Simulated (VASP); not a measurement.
Crystal: Al3Pd.

```xyz
4
Lattice="3.9469 0.0000 0.0000 0.0000 3.9469 0.0000 0.0000 0.0000 3.9469" Properties=species:S:1:pos:R:3 pbc="T T T"
Pd    0.0000    0.0000    0.0000
Al    1.9735    1.9735    0.0000
Al    1.9735    0.0000    1.9735
Al    0.0000    1.9735    1.9735
```

Base run:

- Program: VASP 6.6.1
- Functional: r2SCAN
- Potentials or basis: VASP PAW PBE potentials, release 64 (Pd, Al)
- Cutoff: 550 eV
- k mesh: 7 × 7 × 7
- Occupations: fermi-dirac, width 0.05 eV
- Spin: no spin polarisation

Its results: band gap on the k mesh zero (an odd number of electrons rules out a gap without spin polarisation); pressure -2.1 GPa.

Q: The run is repeated on the same cell with these changes: functional from r2SCAN to LDA; potentials or basis from VASP PAW PBE potentials, release 64 (Pd, Al) to VASP PAW LDA potentials, release 64 (Pd, Al); cutoff from 550 eV to 500 eV. What comes out?

A: Band gap on the k mesh zero (an odd number of electrons rules out a gap without spin polarisation); pressure -4.6 GPa.

Caveats: the PAW data sets were made with another functional, which shifts forces and pressure a little (at least some runs); the cell stands under tension (at least some runs).
